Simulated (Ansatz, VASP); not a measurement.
One calculation of Ni, two programs

```
CELL_PARAMETERS angstrom
2.41291 0.00000 0.00000
-1.20646 2.08964 0.00000
0.00000 0.00000 2.35153
ATOMIC_POSITIONS crystal
Ni 0.00000 0.00000 0.00000
```

Alike in both runs: functional PBE; k mesh 18 × 18 × 17; occupations fermi-dirac, width 0.1 eV; collinear spin.

Ansatz relaxed the structure, and its values are those at the end. VASP's run is a single point on that final structure, the one shown.

|  | VASP | Ansatz |
| --- | --- | --- |
| version | VASP 6.6.1 | Ansatz 0.2.0 |
| potentials or method | VASP PAW PBE potentials, release 64 (Ni_sv_GW) | PAW with Ansatz's default frozen-core files, scalar-relativistic |
| plane-wave cutoff (eV) | 590 | 420 |
| valence electrons in the cell | 18 | 18 |

Ansatz gave:

| Item | Value |
| --- | --- |
| pressure (GPa) | 0.0 |
| net moment per atom (μB) | 0.51 |
| size of the moment on the site where the two differ most (μB) | 0.53 |

Question: What did VASP give for the same quantities?

Answer: Pressure (GPa): -3.9; net moment per atom (μB): 0.50; size of the moment on the site where the two differ most (μB): 0.52.

Site moments also hang on the region over which each program counts them.
